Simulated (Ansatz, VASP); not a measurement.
# One calculation of Ti6H, two programs

Contents of INCAR:

```
PREC = Accurate
ENCUT = 520
EDIFF = 1E-7
ISMEAR = 0
SIGMA = 0.1
LREAL = F
LASPH = T
NELM = 60
ALGO = Normal
ISIF = 2
LWAVE = F
LCHARG = F
LDIPOL = T
IDIPOL = 3
DIPOL = 0.5 0.5 0.352
GGA = PE
NBANDS = 46
```

File KPOINTS:

```
regular mesh
0
Gamma
  9 6 1
```

POSCAR

```
Ti6H
1.0
    2.8321726458      0.0000000000      0.0000000000
    0.0000000000      4.5795363026      0.0000000000
    0.0000000000      0.0000000000     23.5510893874
Ti H
6 1
Direct
    0.5000000000      0.0000000000      0.1698435233
    0.0000000000      0.5000000000      0.2259767339
    0.5000000000      0.0000000000      0.2821099444
    0.5000000000      0.5000000000      0.3394934593
    0.0000000000      0.0000000000      0.3940191404
    0.5000000000      0.5000000000      0.4480085492
    0.6250000000      0.6250000000      0.6038399818
```

Input for Ansatz:

```yaml
crystal:
  lattice:
    - [2.8321726458, 0.0, 0.0]
    - [0.0, 4.5795363026, 0.0]
    - [0.0, 0.0, 23.5510893874]
  atoms:
    - { symbol: Ti, position: [0.5, 0.0, 0.1698435233] }
    - { symbol: Ti, position: [0.0, 0.5, 0.2259767339] }
    - { symbol: Ti, position: [0.5, 0.0, 0.2821099444] }
    - { symbol: Ti, position: [0.5, 0.5, 0.3394934593] }
    - { symbol: Ti, position: [0.0, 0.0, 0.3940191404] }
    - { symbol: Ti, position: [0.5, 0.5, 0.4480085492] }
    - { symbol: H, position: [0.625, 0.625, 0.6038399818] }
basis:
  ecutwfc: 420
kpoints:
  mp_grid: { grid: [9, 6, 1] }
hamiltonian:
  xc: pbe
scf:
  occupations: { method: gaussian, width: 0.1 }
output:
  forces: true
  eigenvalues: true
efield:
  axis: 3
  dipole_correction: true
  ramp_width: 0.04
```

Alike in both runs: task single point; functional PBE; k mesh 9 × 6 × 1; occupations gaussian, width 0.1 eV; no spin polarisation.

|  | VASP | Ansatz |
| --- | --- | --- |
| version | VASP 6.6.1 | Ansatz 0.2.0 |
| potentials or method | VASP PAW PBE potentials, release 64 (Ti_sv, H), cutoff 520 eV | scalar-relativistic, plane waves, PAW |
| valence electrons in the cell | 73 | 73 |

```tsv
	VASP	Ansatz	Ansatz less VASP
gap on the k mesh at the Fermi level (eV)	none	none	-
rms of the force components (eV/Å)	0.192	0.192	-0.0001
```

Atom by atom the forces differ by 0.004 eV/Å (rms over components). A gap of «none» marks a metal or a gap that the smearing closes.
